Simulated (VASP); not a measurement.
## ZrO2 (Cubic zirconia): single point with PBEsol

ZrO2 (Cubic zirconia):

```
Zr O
1.0
     0.00000    2.53205    2.53205
     2.53205    0.00000    2.53205
     2.53205    2.53205    0.00000
Zr O
1 2
Direct
  0.00000 0.00000 0.00000
  0.25000 0.25000 0.25000
  0.75000 0.75000 0.75000
```

| Quantity | Value |
| --- | --- |
| Program | VASP 6.6.1 |
| Task | single point |
| Functional | PBEsol |
| Potentials or basis | VASP PAW PBE potentials, release 64 (Zr_sv, O) |
| Cutoff | 600 eV |
| k mesh | 8 × 8 × 8 |
| Occupations | gaussian, width 0.02 eV |
| Spin | no spin polarisation |

- Pressure: 0.2 GPa
- Band gap on the k mesh: 3.32 eV, indirect (least direct gap 3.76 eV)

Levels at points of the mesh, in eV from the valence-band top:
| k point | band 9 | band 10 | band 11 | band 12 | band 13 | band 14 | band 15 | band 16 |
| --- | --- | --- | --- | --- | --- | --- | --- | --- |
| (0.00, 0.00, 0.00) | -5.38 | -0.55 | -0.55 | -0.55 | 3.32 | 3.32 | 6.49 | 9.59 |
| (0.50, 0.00, 0.00) | -2.60 | -2.52 | -1.67 | -1.67 | 4.00 | 4.00 | 6.23 | 8.64 |
| (0.50, 0.50, 0.00) | -3.21 | -1.55 | -1.55 | 0.00 | 3.76 | 4.78 | 5.97 | 7.42 |

Run time: 44 s on 1 thread of AMD EPYC 7R13, on a shared host, peak memory 0.15 GiB.

Caveat: the PAW data sets were made with another functional, which shifts forces and pressure a little. A k mesh can miss the band edges.
